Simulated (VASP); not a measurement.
# HgTe (F-43m) in VASP: single point with r2SCAN

Aim: the single point of HgTe with r2SCAN.

All numbers are computed with VASP 6.6.1; they aren't measurements. Logs are shortened: lines on timing, memory, paths and dates and some standing lists are left out, and cuts for length are marked.

### 1 The cell of the first run

Symmetry: F-43m, No. 216, cubic system. Conventional cell: a = 6.575 Å, b = 6.575 Å, c = 6.575 Å, α = 90.00°, β = 90.00°, γ = 90.00°. Within 3.8 Å of Hg (site symmetry -43m) lie 4 Te at 2.85 Å. Within 3.8 Å of Te (site symmetry -43m) lie 4 Hg at 2.85 Å.

### 2 Single point, r2SCAN

POSCAR reads:

```
HgTe
1.0
    0.0000000000      3.2876126894      3.2876126894
    3.2876126894      0.0000000000      3.2876126894
    3.2876126894      3.2876126894      0.0000000000
Hg Te
1 1
Direct
    0.0000000000      0.0000000000      0.0000000000
    0.2500000000      0.2500000000      0.2500000000
```

INCAR.step1 reads:

```
SYSTEM = HgTe
ALGO = Normal
EDIFF = 1E-4
ENCUT = 520
GGA = PE
ISMEAR = 0
LASPH = .True.
LCHARG = .False.
LREAL = .False.
LWAVE = .True.
NBANDS = 16
NELM = 100
PREC = Accurate
SIGMA = 0.1
```

INCAR.step2 reads:

```
SYSTEM = HgTe
ALGO = Normal
EDIFF = 1E-6
ENCUT = 520
ISIF = 2
ISMEAR = 0
ISTART = 1
LASPH = .True.
LCHARG = .False.
LMIXTAU = .True.
LREAL = .False.
LWAVE = .False.
METAGGA = R2SCAN
NBANDS = 16
NELM = 100
PREC = Accurate
SIGMA = 0.1
```

KPOINTS reads:

```
k-points
0
Gamma
  6 6 6
  0 0 0
```

Potentials or basis: VASP PAW PBE potentials, release 64 (Hg, Te).

On the command line:

```
cat potpaw_PBE.64/Hg/POTCAR potpaw_PBE.64/Te/POTCAR > POTCAR
cp INCAR.step1 INCAR
mpirun -np 1 vasp_std > vasp.out
cp INCAR.step2 INCAR
mpirun -np 1 vasp_std > vasp.out
```

OUTCAR:

```text
SYSTEM = HgTe
   EDIFF = 1E-6
   ENCUT = 520
   ISIF = 2
   ISMEAR = 0
   ISTART = 1
   LASPH = .True.
   LREAL = .False.
   METAGGA = R2SCAN
   NELM = 100
   PREC = Accurate

 ion  position               nearest neighbor table
   1  0.000  0.000  0.000-   2 2.85   2 2.85   2 2.85   2 2.85
   2  0.250  0.250  0.250-   1 2.85   1 2.85   1 2.85   1 2.85

  LATTYP: Found a face centered cubic cell.
 ALAT       =     6.5752253788

  Lattice vectors:

 A1 = (   0.0000000000,   3.2876126894,   3.2876126894)
 A2 = (   3.2876126894,   0.0000000000,   3.2876126894)
 A3 = (   3.2876126894,   3.2876126894,   0.0000000000)

Analysis of symmetry for initial positions (statically):
=====================================================================
 Subroutine PRICEL returns:
 Original cell was already a primitive cell.

 Routine SETGRP: Setting up the symmetry group for a
 face centered cubic supercell.

 Subroutine GETGRP returns: Found 24 space group operations
 (whereof 24 operations were pure point group operations)
 out of a pool of 48 trial point group operations.

The static configuration has the point symmetry T_d .

Analysis of symmetry for dynamics (positions and initial velocities):
=====================================================================
 Subroutine PRICEL returns:
 Original cell was already a primitive cell.

 Routine SETGRP: Setting up the symmetry group for a
 face centered cubic supercell.

 Subroutine GETGRP returns: Found 24 space group operations
 (whereof 24 operations were pure point group operations)
 out of a pool of 48 trial point group operations.

The dynamic configuration has the point symmetry T_d .

 Subroutine INISYM returns: Found 24 space group operations
 (whereof 24 operations are pure point group operations),
 and found     1 'primitive' translations

----------------------------------------------------------------------------------------

                                     Primitive cell

  volume of cell :      71.0676

  direct lattice vectors                    reciprocal lattice vectors
     0.000000000  3.287612689  3.287612689    -0.152086042  0.152086042  0.152086042
     3.287612689  0.000000000  3.287612689     0.152086042 -0.152086042  0.152086042
     3.287612689  3.287612689  0.000000000     0.152086042  0.152086042 -0.152086042

  length of vectors
     4.649386453  4.649386453  4.649386453     0.263420751  0.263420751  0.263420751

  position of ions in fractional coordinates (direct lattice)
[... 8 lines left out ...]
----------------------------------------------------------------------------------------

 KPOINTS: k-points

Automatic generation of k-mesh.
 Grid dimensions read from file:
 generate k-points for:    6    6    6

 Generating k-lattice:

  Cartesian coordinates                     Fractional coordinates (reciprocal lattice)
    -0.025347674  0.025347674  0.025347674     0.166666667  0.000000000  0.000000000
     0.025347674 -0.025347674  0.025347674     0.000000000  0.166666667  0.000000000
     0.025347674  0.025347674 -0.025347674     0.000000000  0.000000000  0.166666667

  Length of vectors
     0.043903459  0.043903459  0.043903459

  Shift w.r.t. Gamma in fractional coordinates (k-lattice)
     0.000000000  0.000000000  0.000000000

 Subroutine IBZKPT returns following result:
 ===========================================

 Found     16 irreducible k-points:

 Following reciprocal coordinates:
            Coordinates               Weight
  0.000000  0.000000  0.000000      1.000000
  0.166667  0.000000  0.000000      8.000000
  0.333333  0.000000  0.000000      8.000000
  0.500000  0.000000  0.000000      4.000000
  0.166667  0.166667  0.000000      6.000000
  0.333333  0.166667  0.000000     24.000000
[... 8 lines left out ...]
 -0.333333  0.333333  0.166667     24.000000
 -0.333333  0.500000  0.166667     12.000000
   k-points           NKPTS =     16   k-points in BZ     NKDIM =     16   number of bands    NBANDS=     16
   number of dos      NEDOS =    301   number of ions     NIONS =      2
   total plane-waves  NPLWV =  46656
   dimension x,y,z NGX =    36 NGY =   36 NGZ =   36
   dimension x,y,z NGXF=    72 NGYF=   72 NGZF=   72
   ions per type =               1   1
   NGX,Y,Z   is equivalent  to a cutoff of  12.87, 12.87, 12.87 a.u.
   NGXF,Y,Z  is equivalent  to a cutoff of  25.74, 25.74, 25.74 a.u.
 SYSTEM =  HgTe
   PREC   = accura    normal or accurate (medium, high low for compatibility)
   ISTART =      1    job   : 0-new  1-cont  2-samecut
   ICHARG =      0    charge: 1-file 2-atom 10-const
   ISPIN  =      1    spin polarized calculation?
   LNONCOLLINEAR =      F non collinear calculations
   LSORBIT =      F    spin-orbit coupling
   LASPH  =      T    aspherical Exc in radial PAW
   ENCUT  =  520.0 eV  38.22 Ry    6.18 a.u.   8.64  8.64  8.64*2*pi/ulx,y,z
   NELM   =    100;   NELMIN=  2; NELMDL=  0     # of ELM steps
   EDIFF  = 0.1E-05   stopping-criterion for ELM
   LREAL  =      F    real-space projection
   EDIFFG = 0.1E-04   stopping-criterion for IOM
   NSW    =      0    number of steps for IOM
   IBRION =     -1    ionic relax: 0-MD 1-quasi-New 2-CG
   NFREE  =      0    steps in history (QN), initial steepest desc. (CG)
   ISIF   =      2    stress and relaxation
   ISYM   =      2    0-nonsym 1-usesym 2-fastsym
   POTIM  = 0.5000    time-step for ionic-motion
   TEBEG  =    0.0;   TEEND  =   0.0 temperature during run
   PSTRESS=    0.0 pullay stress
   NELECT =      18.0000    total number of electrons
   NUPDOWN=      -1.0000    fix difference up-down
   EMIN   =  10.00;   EMAX   =-10.00  energy-range for DOS
   EFERMI =   0.00;   METHOD = LEGACY
   ISMEAR =     0;   SIGMA  =   0.10  broadening in eV -4-tet -1-fermi 0-gaus
   EFERMI_NEDOS =   21; number of points for ismear=-14 and -15
   IALGO  =     38    algorithm
   IMIX   =      4    mixing-type and parameters
     AMIX     =   0.40;   BMIX     =  1.00
     AMIX_MAG =   1.60;   BMIX_MAG =  1.00
  volume/ion in A,a.u.               =      35.53       239.79
  Fermi-wavevector in a.u.,A,eV,Ry     =   1.035798  1.957374 14.597381  1.072877
  Thomas-Fermi vector in A             =   2.170158
   LORBIT       =      0    0 simple, 1 ext, 2 COOP (PROOUT), +10 PAW based schemes
   METAGGA = R2SCAN    functional components
   LHFCALC =     F    Hartree Fock is set to
   AEXX    =    0.0000 exact exchange contribution
   IVDW    =     0    specifies the selected vdW correction
   LEPSILON=     F    determine dielectric tensor
   LRPA    =     F    only Hartree local field effects (RPA)
 non-spin polarized calculation
 Gauss-broadening in eV      SIGMA  =   0.10
  energy-cutoff  :      520.00
  volume of cell :       71.07
 maximum number of plane-waves:      1936
 NGX is ok and might be reduce to    36
   NGX = 17   NGY = 17   NGZ = 17

 number of electron      18.0000001 magnetization

 Free energy of the ion-electron system (eV)
  ---------------------------------------------------
  ext. energy  EPLUGINS =         0.00000000
  ---------------------------------------------------
  free energy    TOTEN  =       -75.15447082 eV

  energy without entropy =      -75.15375607  energy(sigma->0) =      -75.15411345

 E-fermi :   2.3677     XC(G=0):  -9.0706

 val. band max:        2.3372264995   @ k =   0.0000   0.0000   0.0000
 cond. band min:       3.2792799969   @ k =   0.5000   0.0000   0.0000
 fundamental gap:      0.9420534973
 Fermi energy:         2.3676975466

 k-point     1 :       0.0000    0.0000    0.0000
  band No.  band energies     occupation
      1      -9.6994      2.00000
      2      -5.0136      2.00000
      3      -5.0136      2.00000
      4      -5.0136      2.00000
      5      -4.5046      2.00000
      6      -4.5046      2.00000
[... 8 lines left out ...]
     15      12.3069      0.00000
     16      12.3069      0.00000

 k-point     2 :       0.1667    0.0000    0.0000
  band No.  band energies     occupation
      1      -9.5737      2.00000
      2      -4.9795      2.00000
      3      -4.9795      2.00000
      4      -4.9496      2.00000
      5      -4.5067      2.00000
      6      -4.5067      2.00000
[... 8 lines left out ...]
     15      11.3444      0.00000
     16      11.3444      0.00000

 k-point     3 :       0.3333    0.0000    0.0000
  band No.  band energies     occupation
      1      -9.3052      2.00000
      2      -4.9192      2.00000
      3      -4.9192      2.00000
      4      -4.6541      2.00000
      5      -4.4984      2.00000
      6      -4.4984      2.00000
[... 8 lines left out ...]
     15      11.6577      0.00000
     16      11.6577      0.00000

 k-point     4 :       0.5000    0.0000    0.0000
  band No.  band energies     occupation
      1      -9.1617      2.00000
      2      -4.8950      2.00000
      3      -4.8950      2.00000
      4      -4.4859      2.00000
      5      -4.4859      2.00000
      6      -4.2165      2.00000
[... 8 lines left out ...]
     15      12.8553      0.00000
     16      12.8553      0.00000

 k-point     5 :       0.1667    0.1667    0.0000
  band No.  band energies     occupation
      1      -9.5313      2.00000
      2      -4.9774      2.00000
      3      -4.9444      2.00000
      4      -4.9444      2.00000
      5      -4.5247      2.00000
      6      -4.4902      2.00000
[... 8 lines left out ...]
     15      11.1554      0.00000
     16      12.4609      0.00000

 k-point     6 :       0.3333    0.1667    0.0000
  band No.  band energies     occupation
      1      -9.3078      2.00000
      2      -4.9168      2.00000
      3      -4.8752      2.00000
      4      -4.7746      2.00000
      5      -4.5084      2.00000
      6      -4.4788      2.00000
[... 8 lines left out ...]
     15      12.1256      0.00000
     16      12.4934      0.00000

 k-point     7 :       0.5000    0.1667    0.0000
  band No.  band energies     occupation
      1      -9.1172      2.00000
      2      -4.8754      2.00000
      3      -4.8450      2.00000
      4      -4.5481      2.00000
      5      -4.4809      2.00000
      6      -4.2371      2.00000
[... 8 lines left out ...]
     15      12.4170      0.00000
     16      12.9634      0.00000

 k-point     8 :      -0.3333    0.1667    0.0000
  band No.  band energies     occupation
      1      -9.1656      2.00000
      2      -4.8730      2.00000
      3      -4.8727      2.00000
      4      -4.5350      2.00000
      5      -4.5104      2.00000
      6      -4.3822      2.00000
[... 8 lines left out ...]
     15      11.6049      0.00000
     16      12.8891      0.00000

 k-point     9 :      -0.1667    0.1667    0.0000
  band No.  band energies     occupation
      1      -9.3984      2.00000
      2      -4.9402      2.00000
      3      -4.9151      2.00000
      4      -4.8298      2.00000
      5      -4.5225      2.00000
      6      -4.4852      2.00000
[... 8 lines left out ...]
     15      11.6640      0.00000
     16      11.8935      0.00000

 k-point    10 :       0.3333    0.3333    0.0000
  band No.  band energies     occupation
      1      -9.1690      2.00000
      2      -4.8438      2.00000
      3      -4.7862      2.00000
      4      -4.7862      2.00000
      5      -4.4612      2.00000
      6      -4.4547      2.00000
[... 8 lines left out ...]
     15      12.8593      0.00000
     16      14.2408      0.00000

 k-point    11 :       0.5000    0.3333    0.0000
  band No.  band energies     occupation
      1      -9.0234      2.00000
      2      -4.8182      2.00000
      3      -4.7433      2.00000
      4      -4.6675      2.00000
      5      -4.4631      2.00000
      6      -4.1737      2.00000
[... 8 lines left out ...]
     15      13.1949      0.00000
     16      14.0437      0.00000

 k-point    12 :      -0.3333    0.3333    0.0000
  band No.  band energies     occupation
      1      -9.0230      2.00000
      2      -4.8316      2.00000
      3      -4.7836      2.00000
      4      -4.5579      2.00000
      5      -4.4957      2.00000
      6      -4.0780      2.00000
[... 8 lines left out ...]
     15      11.8086      0.00000
     16      14.5571      0.00000

 k-point    13 :       0.5000    0.5000    0.0000
  band No.  band energies     occupation
      1      -8.9739      2.00000
      2      -4.8023      2.00000
      3      -4.6944      2.00000
      4      -4.6944      2.00000
      5      -4.4467      2.00000
      6      -4.0757      2.00000
[... 8 lines left out ...]
     15      13.1386      0.00000
     16      14.2110      0.00000

 k-point    14 :       0.5000    0.3333    0.1667
  band No.  band energies     occupation
      1      -9.1200      2.00000
      2      -4.8457      2.00000
      3      -4.8218      2.00000
      4      -4.6356      2.00000
      5      -4.4816      2.00000
      6      -4.3537      2.00000
[... 8 lines left out ...]
     15      13.0079      0.00000
     16      13.8489      0.00000

 k-point    15 :      -0.3333    0.3333    0.1667
  band No.  band energies     occupation
      1      -9.0230      2.00000
      2      -4.8212      2.00000
      3      -4.7941      2.00000
      4      -4.5492      2.00000
      5      -4.5105      2.00000
      6      -4.0623      2.00000
[... 8 lines left out ...]
     15      13.1325      0.00000
     16      13.7714      0.00000

 k-point    16 :      -0.3333    0.5000    0.1667
  band No.  band energies     occupation
      1      -8.9747      2.00000
      2      -4.7934      2.00000
      3      -4.7445      2.00000
      4      -4.6149      2.00000
      5      -4.4868      2.00000
      6      -3.9684      2.00000
[... 8 lines left out ...]
     15      13.6153      0.00000
     16      13.9080      0.00000

------------------------ aborting loop because EDIFF is reached ----------------------------------------

  FORCE on cell =-STRESS in cart. coord.  units (eV):
  Direction    XX          YY          ZZ          XY          YZ          ZX
  --------------------------------------------------------------------------------------
  -------------------------------------------------------------------------------------
  Total        0.0329638      0.0329638      0.0329638     -0.0000000      0.0000000      0.0000000
  in kB        0.7431480      0.7431480      0.7431480     -0.0000000      0.0000000      0.0000000
  external PRESSURE =       0.7431480 kB  Pullay stress =       0.0000000 kB

 VOLUME and BASIS-vectors are now :
 -----------------------------------------------------------------------------
  energy-cutoff  :      520.00
  volume of cell :       71.07
      direct lattice vectors                 reciprocal lattice vectors
     0.000000000  3.287612689  3.287612689    -0.152086042  0.152086042  0.152086042
     3.287612689  0.000000000  3.287612689     0.152086042 -0.152086042  0.152086042
     3.287612689  3.287612689  0.000000000     0.152086042  0.152086042 -0.152086042

 POSITION                                       TOTAL-FORCE (eV/Angst)
 -----------------------------------------------------------------------------------
      0.00000      0.00000      0.00000        -0.000000     -0.000000     -0.000000
      1.64381      1.64381      1.64381         0.000000      0.000000      0.000000
 -----------------------------------------------------------------------------------
    total drift:                                0.000000      0.000000      0.000000

  FREE ENERGIE OF THE ION-ELECTRON SYSTEM (eV)
  ---------------------------------------------------
  free  energy   TOTEN  =       -75.1544708205 eV

  energy  without entropy=      -75.1537560723  energy(sigma->0) =      -75.15411345
```

Run time: 2.2 min. Hardware: 1 thread of Intel Xeon 8259CL, shared host; peak memory 0.22 GiB.

Results:

```
Free energy            : -75.1545 eV
Pressure               : 0.1 GPa
Band gap on the k mesh : zero (filled and empty bands touch)
```

Caveat: the PAW data sets were made with another functional, which shifts forces and pressure a little; spin-orbit coupling is left out, which moves the levels of the heavy elements.
